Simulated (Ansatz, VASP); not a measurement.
# Sb in VASP and in Ansatz

```
Sb
1.0
     2.12509    1.22692    3.70721
    -2.12509    1.22692    3.70721
     0.00000   -2.45384    3.70721
Sb
2
Direct
  0.76651 0.76651 0.76651
  0.23349 0.23349 0.23349
```

Alike in both runs: task single point; functional B3LYP5; k mesh 4 × 4 × 4; occupations fermi-dirac, width 0.05 eV; no spin polarisation.

```csv
,VASP,Ansatz
version,VASP 6.6.1,Ansatz 0.2.0
potentials or method,"VASP PAW PBE potentials, release 64 (Sb)",Ansatz PAW
plane-wave cutoff (eV),520,420
valence electrons in the cell,10,30
```

```csv
,VASP,Ansatz,Ansatz less VASP
gap on the k mesh at the Fermi level (eV),0.78,0.69,-0.091
least direct gap on the mesh (eV),0.94,0.84,-0.094
pressure (GPa),7.4,7.8,+0.45
"traceless stress, the component that is largest in VASP (GPa)",-0.77,-0.75,+0.016
rms of the force components (eV/Å),0.086,0.097,+0.0113
```

VASP's potentials were made for PBE, not for B3LYP5. Atom by atom the forces differ by 0.011 eV/Å (rms over components). VASP's potentials hold 10 valence electrons a cell and Ansatz's 30, so a difference there can come from the potentials and not from the codes.

The k mesh is coarse, so the values compare programs but aren't converged. Neither program's run includes spin-orbit coupling.
